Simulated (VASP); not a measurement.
AlN (zincblende type), 2 atoms in the cell. The structure is cubic, space group F-43m (No. 216). Conventional cell: a = 4.188 Å, b = 4.188 Å, c = 4.188 Å, α = 90.00°, β = 90.00°, γ = 90.00°. Al (site symmetry -43m) has 4 N at 1.81 Å within 2.4 Å. Within 2.4 Å of N (site symmetry -43m) lie 4 Al at 1.81 Å. 

| Quantity | Value |
| --- | --- |
| Program | VASP 6.6.1 |
| Task | relaxation of cell and atoms |
| Functional | PBE |
| Potentials or basis | VASP PAW PBE potentials, release 64 (Al, N) |
| Cutoff | 600 eV |
| k mesh | 16 × 16 × 16 |
| Occupations | fermi-dirac, width 0.08 eV |
| Spin | no spin polarisation |
| Target pressure | 21 GPa |
| Dipole correction | no |
| Further INCAR settings | ALGO = Normal; EDIFF = 1e-07; IBRION = 2; EDIFFG = -0.005; NSW = 60; ISIF = 3 |

Potentials or basis: VASP PAW PBE potentials, release 64 (Al, N).

The run is started by

```bash
$ cat potpaw_PBE.64/Al/POTCAR potpaw_PBE.64/N/POTCAR > POTCAR
$ mpirun -np 1 vasp_std > vasp.out
```

Hardware: 1 thread of Intel Xeon 8259CL, on a shared host.

Problem. Estimate the wall time of this run.

Solution. Run time: 72 s on 1 thread of Intel Xeon 8259CL, on a shared host, peak memory 0.16 GiB. Counts: scf iterations 34, k points 145, ion steps 4.
